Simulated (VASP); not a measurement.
ZrB2:

```xyz
3
Lattice="3.1700 0.0000 0.0000 -1.5850 2.7453 0.0000 0.0000 0.0000 3.5330" Properties=species:S:1:pos:R:3 pbc="T T T"
Zr    0.0000    0.0000    0.0000
B     1.5850    0.9151    1.7665
B     0.0000    1.8302    1.7665
```

```yaml
Program: VASP 6.6.1
Task: relaxation of cell and atoms
Functional: RPBE
Dispersion: D3(BJ)
Potentials_or_basis: VASP PAW PBE potentials, release 64 (Zr_sv, B)
Cutoff: 600 eV
k_mesh: 10 × 10 × 8
Occupations: fermi-dirac, width 0.05 eV
Spin: no spin polarisation
```

At the start: pressure -31.0 GPa; volume 10.25 Å³/atom.

How do energy, volume and symmetry change on relaxing?

Over 9 steps the energy falls by 127.7 meV/atom and the volume is 9.05 Å³/atom (-11.7 %); space group P6/mmm (No. 191, to 0.05 Å).

Step by step:
| step | energy change (eV) | largest force (eV/Å) | pressure (GPa) | volume (Å³) |
| --- | --- | --- | --- | --- |
| 1 | 0.0000 | 0.0000 | -30.98 | 30.75 |
| 2 | 0.5510 | 0.0000 | 77.60 | 22.74 |
| 3 | -0.3810 | 0.0000 | -1.86 | 27.33 |
| 4 | -0.3820 | 0.0000 | -0.31 | 27.19 |
| 5 | -0.3819 | 0.0000 | 0.47 | 27.13 |
| 6 | -0.3829 | 0.0000 | 0.56 | 27.11 |
| 7 | -0.3829 | 0.0000 | 0.55 | 27.11 |
| 8 | -0.3828 | 0.0000 | -0.68 | 27.22 |
| 9 | -0.3830 | 0.0000 | 0.02 | 27.16 |

Final structure:
```yaml
crystal:
  lattice:
    - [3.04725, 0.00000, 0.00000]
    - [-1.52363, 2.63900, 0.00000]
    - [0.00000, 0.00000, 3.37715]
  atoms:
    - { symbol: Zr, position: [0.00000, 0.00000, 0.00000] }
    - { symbol: B, position: [0.66667, 0.33333, 0.50000] }
    - { symbol: B, position: [0.33333, 0.66667, 0.50000] }
```

Caveat: the PAW data sets were made with another functional, which shifts forces and pressure a little; the volume moved by -12 % from the deposited cell, more than functionals usually miss; pairwise dispersion overbinds metals, which lowers pressure and volume.
